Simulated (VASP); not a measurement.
# KF (P4/mmm) in VASP: notebook, part 2 of 2

VASP 6.6.1. The steps go on from the part before.

## 4. Single point, PBEsol (strain +0.040 along x and y, -0.080 along z)

File INCAR:

```
ALGO     = Normal         # electronic algorithm
EDIFF    = 1E-6           # SCF threshold, eV
ENCUT    = 520            # plane-wave cutoff, eV
GGA      = PS             # functional
ISIF     = 2              # what is computed and relaxed
ISMEAR   = 0              # smearing method
LASPH    = T              # aspherical terms in the spheres
LCHARG   = F              # write CHGCAR
LREAL    = F              # projectors in reciprocal space
LWAVE    = F              # write WAVECAR
NBANDS   = 15             # bands
NELM     = 100            # most SCF steps
PREC     = Accurate       # precision mode
SIGMA    = 0.05           # smearing width, eV
```

File KPOINTS:

```
k-points
0
Gamma
  8 8 8
```

File POSCAR:

```
KF
1.0
    3.3893132000      0.0000000000      0.0000000000
    0.0000000000      3.3893132000      0.0000000000
    0.0000000000      0.0000000000      2.9982386000
K F
1 1
Direct
    0.0000000000      0.0000000000      0.0000000000
    0.5000000000      0.5000000000      0.5000000000
```

Potentials or basis: VASP PAW PBE potentials, release 64 (K_sv, F).

Started as:

```console
$ cat potpaw_PBE.64/K_sv/POTCAR potpaw_PBE.64/F/POTCAR > POTCAR
$ mpirun -np 1 vasp_std > vasp.out
```

OUTCAR:

```text
EDIFF = 1E-6
   ENCUT = 520
   GGA = PS
   ISIF = 2
   ISMEAR = 0
   LASPH = T
   LREAL = F
   NELM = 100
   PREC = Accurate

 ion  position               nearest neighbor table
   1  0.000  0.000  0.000-   2 2.83   2 2.83   2 2.83   2 2.83   2 2.83   2 2.83   2 2.83   2 2.83

   2  0.500  0.500  0.500-   1 2.83   1 2.83   1 2.83   1 2.83   1 2.83   1 2.83   1 2.83   1 2.83

  LATTYP: Found a simple tetragonal cell.
 ALAT       =     3.3893132000
 C/A-ratio  =     0.8846153846

  Lattice vectors:

 A1 = (   3.3893132000,   0.0000000000,   0.0000000000)
 A2 = (   0.0000000000,   3.3893132000,   0.0000000000)
 A3 = (   0.0000000000,   0.0000000000,   2.9982386000)

Analysis of symmetry for initial positions (statically):
=====================================================================
 Subroutine PRICEL returns:
 Original cell was already a primitive cell.

 Routine SETGRP: Setting up the symmetry group for a
 simple tetragonal supercell.

 Subroutine GETGRP returns: Found 16 space group operations
 (whereof 16 operations were pure point group operations)
 out of a pool of 16 trial point group operations.

The static configuration has the point symmetry D_4h.

Analysis of symmetry for dynamics (positions and initial velocities):
=====================================================================
 Subroutine PRICEL returns:
 Original cell was already a primitive cell.

 Routine SETGRP: Setting up the symmetry group for a
 simple tetragonal supercell.

 Subroutine GETGRP returns: Found 16 space group operations
 (whereof 16 operations were pure point group operations)
 out of a pool of 16 trial point group operations.

The dynamic configuration has the point symmetry D_4h.

 Subroutine INISYM returns: Found 16 space group operations
 (whereof 16 operations are pure point group operations),
 and found     1 'primitive' translations

[... 123 lines left out ...]
   LEPSILON=     F    determine dielectric tensor
   LRPA    =     F    only Hartree local field effects (RPA)
 non-spin polarized calculation
 Gauss-broadening in eV      SIGMA  =   0.05
  energy-cutoff  :      520.00
  volume of cell :       34.44
 maximum number of plane-waves:       940
 NGX is ok and might be reduce to    28
   NGX = 13   NGY = 13   NGZ = 11

 number of electron      15.9999994 magnetization

 Free energy of the ion-electron system (eV)
  ---------------------------------------------------
  ext. energy  EPLUGINS =         0.00000000
  ---------------------------------------------------
  free energy    TOTEN  =        -8.24915664 eV

  energy without entropy =       -8.24915664  energy(sigma->0) =       -8.24915664

 E-fermi :  -1.4619     XC(G=0):  -9.2805

 val. band max:       -1.7599064473   @ k =   0.5000   0.5000   0.0000
 cond. band min:       3.9623684602   @ k =   0.0000   0.0000   0.0000
 fundamental gap:      5.7222749075
 Fermi energy:        -1.4618665826

 k-point     1 :       0.0000    0.0000    0.0000
  band No.  band energies     occupation
      1     -29.0734      2.00000
      2     -20.8601      2.00000
      3     -12.2310      2.00000
      4     -12.2310      2.00000
      5     -11.8544      2.00000
      6      -2.2628      2.00000
      7      -2.2628      2.00000
      8      -1.7966      2.00000
      9       3.9624      0.00000
     10       5.8468      0.00000
     11       6.1873      0.00000
     12      11.1040      0.00000
     13      12.0867      0.00000
     14      12.0867      0.00000
[... 401 lines left out ...]
      2     -20.8714      2.00000
      3     -12.7013      2.00000
      4     -12.2191      2.00000
      5     -12.0300      2.00000
      6      -3.1440      2.00000
      7      -2.4750      2.00000
      8      -2.0078      2.00000
      9       7.2032      0.00000
     10       7.4704      0.00000
     11       7.9223      0.00000
     12       9.8382      0.00000
     13      11.1851      0.00000
     14      11.3244      0.00000
     15      13.6736      0.00000

 [... further k-points ...]

------------------------ aborting loop because EDIFF is reached ----------------------------------------

  FORCE on cell =-STRESS in cart. coord.  units (eV):
  Direction    XX          YY          ZZ          XY          YZ          ZX
  --------------------------------------------------------------------------------------
  -------------------------------------------------------------------------------------
  Total       -1.2422860     -1.2422860      1.0587988      0.0000000      0.0000000      0.0000000
  in kB      -57.7886522    -57.7886522     49.2531992      0.0000000      0.0000000      0.0000000
  external PRESSURE =     -22.1080351 kB  Pullay stress =       0.0000000 kB

 VOLUME and BASIS-vectors are now :
 -----------------------------------------------------------------------------
  energy-cutoff  :      520.00
  volume of cell :       34.44
      direct lattice vectors                 reciprocal lattice vectors
     3.389313200  0.000000000  0.000000000     0.295045026  0.000000000  0.000000000
     0.000000000  3.389313200  0.000000000     0.000000000  0.295045026  0.000000000
     0.000000000  0.000000000  2.998238600     0.000000000  0.000000000  0.333529159

 POSITION                                       TOTAL-FORCE (eV/Angst)
 -----------------------------------------------------------------------------------
      0.00000      0.00000      0.00000         0.000000      0.000000      0.000000
      1.69466      1.69466      1.49912         0.000000      0.000000      0.000000
 -----------------------------------------------------------------------------------
    total drift:                                0.000000      0.000000      0.000000

  FREE ENERGIE OF THE ION-ELECTRON SYSTEM (eV)
  ---------------------------------------------------
  free  energy   TOTEN  =        -8.2491566426 eV

  energy  without entropy=       -8.2491566426  energy(sigma->0) =       -8.24915664
```

It took 54 s on 1 thread of Intel Xeon 8259CL, shared host; peak memory 0.17 GiB.

Results:

```
Free energy            : -8.2492 eV
Pressure               : -2.2 GPa
Band gap on the k mesh : 5.72 eV (least direct gap 5.76 eV)
```

Stress tensor (GPa, compression positive):
```
-5.78  0.00  0.00
 0.00 -5.78  0.00
 0.00  0.00  4.93
```

Caveat: the cell differs from its parent crystal (strain +0.040 along x and y, -0.080 along z); the PAW data sets were made with another functional, which shifts forces and pressure a little.

## 5. Single point, PBEsol (strain +0.040 along x and y, -0.040 along z)

File INCAR:

```
  PREC = Accurate
  ENCUT = 520
  EDIFF = 1E-7
  ISMEAR = 0
  SIGMA = 0.05
  LREAL = False
  LASPH = True
  NELM = 100
  ALGO = Normal
  ISIF = 2
  LWAVE = False
  LCHARG = False
  GGA = PS
  NBANDS = 15
```

File KPOINTS:

```
regular mesh
0
Gamma
  8 8 8
```

Changes to POSCAR since step 4:

```diff
@@ -4,3 +4,3 @@
     0.0000000000      3.3893132000      0.0000000000
-    0.0000000000      0.0000000000      2.9982386000
+    0.0000000000      0.0000000000      3.1285968000
 K F
```

Started as:

```console
$ cat potpaw_PBE.64/K_sv/POTCAR potpaw_PBE.64/F/POTCAR > POTCAR
$ mpirun -np 1 vasp_std > vasp.out
```

Wall time 57 s (1 thread of Intel Xeon 8259CL, shared host); peak memory 0.17 GiB.

The run converged. Its results:

| Quantity | Value |
| --- | --- |
| Free energy | -8.2781 eV |
| Pressure | -3.3 GPa |
| Band gap on the k mesh | 5.63 eV (least direct gap 5.67 eV) |

Stress tensor (GPa, compression positive):
```
-5.50  0.00  0.00
 0.00 -5.50  0.00
 0.00  0.00  0.99
```

Levels at points of the mesh, in eV from the valence-band top:
```
           k point  band 5  band 6  band 7  band 8  band 9  band 10  band 11  band 12
(0.00, 0.00, 0.00)  -10.16   -0.33   -0.33   -0.04    5.63     7.83     8.03    13.03
(0.50, 0.00, 0.00)  -10.09   -1.38   -0.47   -0.11    8.49     8.90    10.01    11.97
(0.50, 0.50, 0.00)  -10.04   -0.80   -0.80    0.00    8.28     8.44    12.05    12.05
(0.00, 0.00, 0.50)  -10.21   -1.39   -0.40   -0.40    9.18     9.22    10.39    11.44
(0.50, 0.00, 0.50)  -10.15   -0.86   -0.75   -0.25    7.82     8.69    10.88    11.47
(0.50, 0.50, 0.50)  -10.72   -1.21   -1.15   -1.15    9.64     9.64    10.52    14.25
```

Caveat: the cell differs from its parent crystal (strain +0.040 along x and y, -0.040 along z); the cell stands under tension; the PAW data sets were made with another functional, which shifts forces and pressure a little.

## 6. Single point, PBEsol (strain +0.000 along x and y, +0.080 along z)

File INCAR:

```
PREC = Accurate
ENCUT = 520
EDIFF = 1E-6
ISMEAR = 0
SIGMA = 0.05
LREAL = F
LASPH = T
NELM = 80
ALGO = Normal
ISIF = 2
LWAVE = F
LCHARG = T
GGA = PS
LELF = T
LVHAR = T
NBANDS = 15
```

KPOINTS is that of step 5.

File POSCAR:

```
KF
1.0
    3.2589550000      0.0000000000      0.0000000000
    0.0000000000      3.2589550000      0.0000000000
    0.0000000000      0.0000000000      3.5196714000
K F
1 1
Direct
    0.0000000000      0.0000000000      0.0000000000
    0.5000000000      0.5000000000      0.5000000000
```

Potentials or basis: VASP PAW PBE potentials, release 64 (K_sv, F).

Started as:

```console
$ cat potpaw_PBE.64/K_sv/POTCAR potpaw_PBE.64/F/POTCAR > POTCAR
$ mpirun -np 1 vasp_std > vasp.out
```

Wall time 42 s (1 thread of Intel Xeon 8259CL, shared host); peak memory 0.17 GiB.

The run converged. Its results:

| Property | Result |
| --- | --- |
| Free energy | -8.2490 eV |
| Pressure | -4.1 GPa |
| Band gap on the k mesh | 5.48 eV (least direct gap 5.54 eV) |

Stress tensor (GPa, compression positive):
```
-2.11  0.00  0.00
 0.00 -2.11  0.00
 0.00  0.00 -8.13
```

Levels at points of the mesh, in eV from the valence-band top:
| k point | band 6 | band 7 | band 8 | band 9 | band 10 | band 11 |
| --- | --- | --- | --- | --- | --- | --- |
| (0.00, 0.00, 0.00) | -0.30 | -0.06 | -0.06 | 5.48 | 7.93 | 8.04 |
| (0.50, 0.00, 0.00) | -1.23 | -0.41 | -0.10 | 8.72 | 9.19 | 9.97 |
| (0.50, 0.50, 0.00) | -0.69 | -0.69 | -0.22 | 7.63 | 8.81 | 10.90 |
| (0.00, 0.00, 0.50) | -1.23 | -0.15 | -0.15 | 8.22 | 8.72 | 9.72 |
| (0.50, 0.00, 0.50) | -0.73 | -0.65 | 0.00 | 8.22 | 8.36 | 11.39 |
| (0.50, 0.50, 0.50) | -1.02 | -1.02 | -0.99 | 9.32 | 10.13 | 10.13 |

Caveat: the cell differs from its parent crystal (strain +0.000 along x and y, +0.080 along z); the cell stands under tension; the PAW data sets were made with another functional, which shifts forces and pressure a little. A k mesh can miss the band edges.

## 7. Summary

```tsv
cell	gap on the mesh (eV)	pressure (GPa)
a = 3.129, b = 3.129, c = 3.389 Å, 2 atoms	6.23	-1.2
a = 3.129, b = 3.129, c = 3.520 Å, 2 atoms	5.85	-2.3
a = 3.389, b = 3.389, c = 2.998 Å, 2 atoms	5.72	-2.2
a = 3.389, b = 3.389, c = 3.129 Å, 2 atoms	5.63	-3.3
a = 3.259, b = 3.259, c = 3.520 Å, 2 atoms	5.48	-4.1
```

Alike in all rows: task single point; level PBEsol; potentials or basis VASP PAW PBE potentials, release 64 (K_sv, F); no spin polarisation; k mesh 8 × 8 × 8; cutoff (eV) 520; smearing gaussian 0.05 eV.

Caveats: the PAW data sets were made with another functional, which shifts forces and pressure a little; the cell stands under tension (at least some runs).

Total energies depend on the potentials used, so only differences within one code and one set of settings carry meaning.
